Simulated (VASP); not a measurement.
# Rh (Fm-3m) in VASP: a series of runs

Rh is run at these levels: PBE; tasks: single point.

Everything below comes from runs of VASP 6.6.1. Logs are shortened: lines on timing, memory, paths and dates and some standing lists are left out, and cuts for length are marked.

### Step 1. The cell of the first run

Symmetry: Fm-3m, No. 225, cubic system. The conventional cell has a = 3.711 Å, b = 3.711 Å, c = 3.711 Å, α = 90.00°, β = 90.00°, γ = 90.00°. Within 3.5 Å of Rh (site symmetry m-3m) lie 12 Rh at 2.62 Å.

### Step 2. Single point, PBE (12.78 Å³/atom)

Contents of INCAR:

```
SYSTEM = Rh
PREC = Accurate ; ENCUT = 520
EDIFF = 1E-7 ; ISMEAR = 0
SIGMA = 0.1 ; LREAL = .False.
LASPH = .True. ; NELM = 60
ALGO = Normal ; ISIF = 2
LWAVE = .False. ; LCHARG = .False.
GGA = PE ; NBANDS = 14
```

Contents of KPOINTS:

```
regular mesh
0
Gamma
  24 24 24
  0 0 0
```

Contents of POSCAR:

```
Rh
1.0
    0.0000000000      1.8555078617      1.8555078617
    1.8555078617      0.0000000000      1.8555078617
    1.8555078617      1.8555078617      0.0000000000
Rh
1
Direct
    0.0000000000      0.0000000000      0.0000000000
```

Potentials or basis: VASP PAW PBE potentials, release 64 (Rh_pv).

On the command line:

```console
$ cat potpaw_PBE.64/Rh_pv/POTCAR > POTCAR
$ mpirun -np 1 vasp_std > vasp.out
```

OUTCAR:

```text
SYSTEM = Rh
   PREC = Accurate
   ENCUT = 520
   EDIFF = 1E-7
   ISMEAR = 0
   LREAL = .False.
   LASPH = .True.
   NELM = 60
   ISIF = 2
   GGA = PE

 ion  position               nearest neighbor table
   1  0.000  0.000  0.000-

  LATTYP: Found a face centered cubic cell.
 ALAT       =     3.7110157234

  Lattice vectors:

 A1 = (   0.0000000000,   1.8555078617,   1.8555078617)
 A2 = (   1.8555078617,   0.0000000000,   1.8555078617)
 A3 = (   1.8555078617,   1.8555078617,   0.0000000000)

Analysis of symmetry for initial positions (statically):
=====================================================================
 Subroutine PRICEL returns:
 Original cell was already a primitive cell.

 Routine SETGRP: Setting up the symmetry group for a
 face centered cubic supercell.

 Subroutine GETGRP returns: Found 48 space group operations
 (whereof 48 operations were pure point group operations)
 out of a pool of 48 trial point group operations.

The static configuration has the point symmetry O_h .

Analysis of symmetry for dynamics (positions and initial velocities):
=====================================================================
 Subroutine PRICEL returns:
 Original cell was already a primitive cell.

 Routine SETGRP: Setting up the symmetry group for a
 face centered cubic supercell.

 Subroutine GETGRP returns: Found 48 space group operations
 (whereof 48 operations were pure point group operations)
 out of a pool of 48 trial point group operations.

The dynamic configuration has the point symmetry O_h .

 Subroutine INISYM returns: Found 48 space group operations
 (whereof 48 operations are pure point group operations),
 and found     1 'primitive' translations

----------------------------------------------------------------------------------------

                                     Primitive cell

  volume of cell :      12.7767

  direct lattice vectors                    reciprocal lattice vectors
     0.000000000  1.855507862  1.855507862    -0.269468004  0.269468004  0.269468004
     1.855507862  0.000000000  1.855507862     0.269468004 -0.269468004  0.269468004
     1.855507862  1.855507862  0.000000000     0.269468004  0.269468004 -0.269468004

  length of vectors
     2.624084383  2.624084383  2.624084383     0.466732274  0.466732274  0.466732274

  position of ions in fractional coordinates (direct lattice)
     0.000000000  0.000000000  0.000000000

  ion indices of the primitive-cell ions
[... 81 lines left out ...]
   ISYM   =      2    0-nonsym 1-usesym 2-fastsym
   POTIM  = 0.5000    time-step for ionic-motion
   TEBEG  =    0.0;   TEEND  =   0.0 temperature during run
   PSTRESS=    0.0 pullay stress
   NELECT =      15.0000    total number of electrons
   NUPDOWN=      -1.0000    fix difference up-down
   EMIN   =  10.00;   EMAX   =-10.00  energy-range for DOS
   EFERMI =   0.00;   METHOD = LEGACY
   ISMEAR =     0;   SIGMA  =   0.10  broadening in eV -4-tet -1-fermi 0-gaus
   EFERMI_NEDOS =   21; number of points for ismear=-14 and -15
   IALGO  =     38    algorithm
   IMIX   =      4    mixing-type and parameters
     AMIX     =   0.40;   BMIX     =  1.00
     AMIX_MAG =   1.60;   BMIX_MAG =  1.00
  volume/ion in A,a.u.               =      12.78        86.22
  Fermi-wavevector in a.u.,A,eV,Ry     =   1.727027  3.263608 40.581038  2.982622
  Thomas-Fermi vector in A             =   2.802228
   LORBIT       =      0    0 simple, 1 ext, 2 COOP (PROOUT), +10 PAW based schemes
   GGA     = PE    functional components
   LHFCALC =     F    Hartree Fock is set to
   AEXX    =    0.0000 exact exchange contribution
   IVDW    =     0    specifies the selected vdW correction
   LEPSILON=     F    determine dielectric tensor
   LRPA    =     F    only Hartree local field effects (RPA)
 non-spin polarized calculation
 Gauss-broadening in eV      SIGMA  =   0.10
  energy-cutoff  :      520.00
  volume of cell :       12.78
 maximum number of plane-waves:       360
   NGX =  9   NGY =  9   NGZ =  9

 number of electron      14.9999994 magnetization

 Free energy of the ion-electron system (eV)
  ---------------------------------------------------
  ext. energy  EPLUGINS =         0.00000000
  ---------------------------------------------------
  free energy    TOTEN  =        -7.14956770 eV

  energy without entropy =       -7.14466048  energy(sigma->0) =       -7.14711409

 E-fermi :  13.2992     XC(G=0): -14.5111

 val. band max:       13.2959388918   @ k =   0.4167   0.0833   0.0417
 cond. band min:      13.3045345671   @ k =   0.3333   0.1250   0.0000
 fundamental gap:      0.0085956753
 Fermi energy:        13.2991967068

 k-point     1 :       0.0000    0.0000    0.0000
  band No.  band energies     occupation
      1     -33.2108      2.00000
      2     -33.2108      2.00000
      3     -33.2108      2.00000
      4       4.7953      2.00000
      5       9.8517      2.00000
      6       9.8517      2.00000
      7       9.8517      2.00000
      8      12.1933      2.00000
      9      12.1933      2.00000
     10      29.2173      0.00000
     11      33.6084      0.00000
     12      35.1037      0.00000
     13      35.1037      0.00000
     14      35.1037      0.00000
[... 377 lines left out ...]
      1     -34.1198      2.00000
      2     -33.3426      2.00000
      3     -33.3421      2.00000
      4       6.6353      2.00000
      5       9.7305      2.00000
      6       9.8533      2.00000
      7      12.7898      2.00000
      8      13.9094      0.00000
      9      14.4840      0.00000
     10      23.3062      0.00000
     11      29.0275      0.00000
     12      33.6096      0.00000
     13      35.2818      0.00000
     14      35.5750      0.00000

 [... further k-points ...]

------------------------ aborting loop because EDIFF is reached ----------------------------------------

  FORCE on cell =-STRESS in cart. coord.  units (eV):
  Direction    XX          YY          ZZ          XY          YZ          ZX
  --------------------------------------------------------------------------------------
  -------------------------------------------------------------------------------------
  Total        2.4796189      2.4796189      2.4796189     -0.0000000      0.0000000      0.0000000
  in kB      310.9403845    310.9403845    310.9403845     -0.0000000      0.0000000      0.0000000
  external PRESSURE =     310.9403845 kB  Pullay stress =       0.0000000 kB

 VOLUME and BASIS-vectors are now :
 -----------------------------------------------------------------------------
  energy-cutoff  :      520.00
  volume of cell :       12.78
      direct lattice vectors                 reciprocal lattice vectors
     0.000000000  1.855507862  1.855507862    -0.269468004  0.269468004  0.269468004
     1.855507862  0.000000000  1.855507862     0.269468004 -0.269468004  0.269468004
     1.855507862  1.855507862  0.000000000     0.269468004  0.269468004 -0.269468004

 POSITION                                       TOTAL-FORCE (eV/Angst)
 -----------------------------------------------------------------------------------
      0.00000      0.00000      0.00000         0.000000      0.000000     -0.000000
 -----------------------------------------------------------------------------------
    total drift:                                0.000000     -0.000000      0.000000

  FREE ENERGIE OF THE ION-ELECTRON SYSTEM (eV)
  ---------------------------------------------------
  free  energy   TOTEN  =        -7.1495676976 eV

  energy  without entropy=       -7.1446604844  energy(sigma->0) =       -7.14711409
```

OSZICAR:

```text
N       E                     dE             d eps       ncg     rms          rms(c)
DAV:   1     0.120717417959E+03    0.12072E+03   -0.87729E+03 11624   0.116E+03
DAV:   2    -0.608189343321E+01   -0.12680E+03   -0.12126E+03 13016   0.345E+02
DAV:   3    -0.762550794780E+01   -0.15436E+01   -0.15411E+01 13472   0.417E+01
DAV:   4    -0.763083972637E+01   -0.53318E-02   -0.53317E-02 13154   0.251E+00
DAV:   5    -0.763088339395E+01   -0.43668E-04   -0.43668E-04 13148   0.200E-01    0.123E+01
DAV:   6    -0.717718089124E+01    0.45370E+00   -0.69079E-01 12158   0.118E+01    0.468E+00
DAV:   7    -0.715353464288E+01    0.23646E-01   -0.25488E-02 13454   0.211E+00    0.195E+00
DAV:   8    -0.714976292295E+01    0.37717E-02   -0.42553E-03 12032   0.897E-01    0.289E-01
DAV:   9    -0.714956663020E+01    0.19629E-03   -0.11669E-04 12146   0.152E-01    0.106E-02
DAV:  10    -0.714956754350E+01   -0.91330E-06   -0.28080E-06 12962   0.213E-02    0.398E-03
DAV:  11    -0.714956775588E+01   -0.21238E-06   -0.30617E-07 12806   0.773E-03    0.521E-04
DAV:  12    -0.714956769759E+01    0.58292E-07   -0.65743E-09  6106   0.120E-03
   1 F= -.71495677E+01 E0= -.71471141E+01  d E =-.490721E-02
```

Wall time 84 s (1 thread of Intel Xeon 8259CL, shared host); peak memory 0.18 GiB.

What came out:

| Quantity | Value |
| --- | --- |
| Free energy | -7.1496 eV |
| Pressure | 31.1 GPa |
| Band gap on the k mesh | zero (an odd number of electrons rules out a gap without spin polarisation) |

Levels at points of the mesh, in eV from the Fermi level:
```csv
k point,band 4,band 5,band 6,band 7,band 8,band 9,band 10,band 11
"(0.00, 0.00, 0.00)",-8.50,-3.45,-3.45,-3.45,-1.11,-1.11,15.92,20.31
"(0.50, 0.00, 0.00)",-6.76,-3.54,-3.54,0.65,0.65,0.67,9.44,15.46
"(0.50, 0.50, 0.00)",-7.04,-6.64,0.62,1.13,1.13,3.38,13.25,13.77
```

Caveat: the cell stands under pressure.

### Step 3. Single point, PBE (13.20 Å³/atom)

This run uses another cell than the first one, of 13.20 Å³/atom.

Contents of INCAR:

```
  ALGO = Normal
  EDIFF = 1E-6
  ENCUT = 520
  GGA = PE
  ISIF = 2
  ISMEAR = 0
  LASPH = True
  LCHARG = False
  LREAL = False
  LWAVE = False
  NBANDS = 14
  NELM = 80
  PREC = Accurate
  SIGMA = 0.1
```

Contents of KPOINTS:

```
k-points
0
Gamma
  24 24 24
```

Contents of POSCAR:

```
Rh
1.0
    0.0000000000      1.8756780057      1.8756780057
    1.8756780057      0.0000000000      1.8756780057
    1.8756780057      1.8756780057      0.0000000000
Rh
1
Direct
    0.0000000000      0.0000000000      0.0000000000
```

Potentials or basis: VASP PAW PBE potentials, release 64 (Rh_pv).

On the command line:

```console
$ cat potpaw_PBE.64/Rh_pv/POTCAR > POTCAR
$ mpirun -np 1 vasp_std > vasp.out
```

OUTCAR:

```text
EDIFF = 1E-6
   ENCUT = 520
   GGA = PE
   ISIF = 2
   ISMEAR = 0
   LASPH = True
   LREAL = False
   NELM = 80
   PREC = Accurate

 ion  position               nearest neighbor table
   1  0.000  0.000  0.000-

  LATTYP: Found a face centered cubic cell.
 ALAT       =     3.7513560114

  Lattice vectors:

 A1 = (   0.0000000000,   1.8756780057,   1.8756780057)
 A2 = (   1.8756780057,   0.0000000000,   1.8756780057)
 A3 = (   1.8756780057,   1.8756780057,   0.0000000000)

[... 585 lines left out ...]
     14      34.6271      0.00000

 [... further k-points ...]

------------------------ aborting loop because EDIFF is reached ----------------------------------------

  FORCE on cell =-STRESS in cart. coord.  units (eV):
  Direction    XX          YY          ZZ          XY          YZ          ZX
  --------------------------------------------------------------------------------------
  -------------------------------------------------------------------------------------
  Total        1.5607080      1.5607080      1.5607080      0.0000000      0.0000000      0.0000000
  in kB      189.4642941    189.4642941    189.4642941      0.0000000      0.0000000      0.0000000
  external PRESSURE =     189.4642941 kB  Pullay stress =       0.0000000 kB

 VOLUME and BASIS-vectors are now :
 -----------------------------------------------------------------------------
  energy-cutoff  :      520.00
  volume of cell :       13.20
      direct lattice vectors                 reciprocal lattice vectors
     0.000000000  1.875678006  1.875678006    -0.266570274  0.266570274  0.266570274
     1.875678006  0.000000000  1.875678006     0.266570274 -0.266570274  0.266570274
     1.875678006  1.875678006  0.000000000     0.266570274  0.266570274 -0.266570274

 POSITION                                       TOTAL-FORCE (eV/Angst)
 -----------------------------------------------------------------------------------
      0.00000      0.00000      0.00000        -0.000000     -0.000000      0.000000
 -----------------------------------------------------------------------------------
    total drift:                                0.000000     -0.000000     -0.000000

  FREE ENERGIE OF THE ION-ELECTRON SYSTEM (eV)
  ---------------------------------------------------
  free  energy   TOTEN  =        -7.2149311827 eV

  energy  without entropy=       -7.2096547332  energy(sigma->0) =       -7.21229296
```

stdout:

```text
POSCAR found type information on POSCAR Rh
 POSCAR found :  1 types and       1 ions
 scaLAPACK will be used
 LDA part: xc-table for (Slater+PW92), standard interpolation
 POSCAR, INCAR and KPOINTS ok, starting setup
 FFT: planning ... GRIDC
 FFT: planning ... GRID_SOFT
 FFT: planning ... GRID
 WAVECAR not read
 entering main loop
```

It took 72 s on 1 thread of Intel Xeon 8259CL, shared host; peak memory 0.18 GiB.

Results:

- Free energy: -7.2149 eV
- Pressure: 18.9 GPa
- Band gap on the k mesh: zero (an odd number of electrons rules out a gap without spin polarisation)

Caveat: the cell stands under pressure.
